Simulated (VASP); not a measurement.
Write the native input for VASP 6.6.1 that does the following.

```
Task                   : single point
Functional             : PBE
Potentials or basis    : VASP PAW PBE potentials, release 64 (Ni, Si)
Cutoff                 : 520 eV
k mesh                 : 14 × 14 × 13
Occupations            : fermi-dirac, width 0.1 eV
Spin                   : no spin polarisation
Dipole correction      : no
Further INCAR settings : ALGO = Normal; EDIFF = 1e-07; NBANDS = 14
```

The structure of SiNi (WC type) lies in POSCAR:

```
SiNi
1.0
    3.2978740059      0.0000000000      0.0000000000
   -1.6489370030      2.8560426676      0.0000000000
    0.0000000000      0.0000000000      2.4466430902
Ni Si
1 1
Direct
    0.0000000000      0.0000000000      0.0000000000
    0.3333333333      0.6666666667      0.5000000000
```

These files were run (other wordings do the same):

INCAR

```
PREC = Accurate
ENCUT = 520
EDIFF = 1E-7
ISMEAR = -1
SIGMA = 0.1
LREAL = F
LASPH = T
NELM = 60
ALGO = Normal
ISIF = 2
LWAVE = F
LCHARG = F
GGA = PE
NBANDS = 14
```

KPOINTS

```
regular mesh
0
Gamma
  14 14 13
```

Potentials or basis: VASP PAW PBE potentials, release 64 (Ni, Si).

Command:

```bash
$ cat potpaw_PBE.64/Ni/POTCAR potpaw_PBE.64/Si/POTCAR > POTCAR
$ mpirun -np 1 vasp_std > vasp.out
```

Results of the run:

| Property | Result |
| --- | --- |
| Pressure | 25.6 GPa |
| Band gap on the k mesh | zero (bands 7 and 8 overlap by 5.64 eV) |

Caveat: the cell stands under pressure.

Wall time 29 s on 1 thread of Intel(R) Xeon(R) Platinum 8488C (Sapphire Rapids), with other jobs on the host, peak memory 0.18 GiB.
